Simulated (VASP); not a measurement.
Re:

```
Re
1.0
     2.75000    0.00000    0.00000
    -1.37500    2.38157    0.00000
     0.00000    0.00000    4.49075
Re
2
Direct
  0.33333 0.66667 0.25000
  0.66667 0.33333 0.75000
```

| Quantity | Value |
| --- | --- |
| Program | VASP 6.6.1 |
| Task | relaxation of cell and atoms |
| Functional | LDA |
| Potentials or basis | VASP PAW LDA potentials, release 64 (Re) |
| Cutoff | 600 eV |
| k mesh | 9 × 9 × 5 |
| Occupations | fermi-dirac, width 0.1 eV |
| Spin | no spin polarisation |

At the start: pressure -8.2 GPa; volume 14.71 Å³/atom.

Question: Where does the relaxation end?

Answer: Over 6 steps the energy falls by 12.4 meV/atom and the volume is 14.40 Å³/atom (-2.1 %); space group P6_3/mmc (No. 194, to 0.05 Å).

Step by step:
| step | energy change (eV) | largest force (eV/Å) | pressure (GPa) | volume (Å³) |
| --- | --- | --- | --- | --- |
| 1 | 0.0000 | 0.0000 | -8.25 | 29.41 |
| 2 | 0.3285 | 0.0000 | 46.23 | 26.29 |
| 3 | -0.0222 | 0.0000 | 0.52 | 28.76 |
| 4 | -0.0223 | 0.0000 | 0.93 | 28.73 |
| 5 | -0.0209 | 0.0000 | -1.07 | 28.88 |
| 6 | -0.0248 | 0.0000 | -0.01 | 28.80 |

Final structure:
```yaml
crystal:
  lattice:
    - [2.74555, 0.00000, 0.00000]
    - [-1.37278, 2.37772, 0.00000]
    - [0.00000, 0.00000, 4.41141]
  atoms:
    - { symbol: Re, position: [0.33333, 0.66667, 0.25000] }
    - { symbol: Re, position: [0.66667, 0.33333, 0.75000] }
```
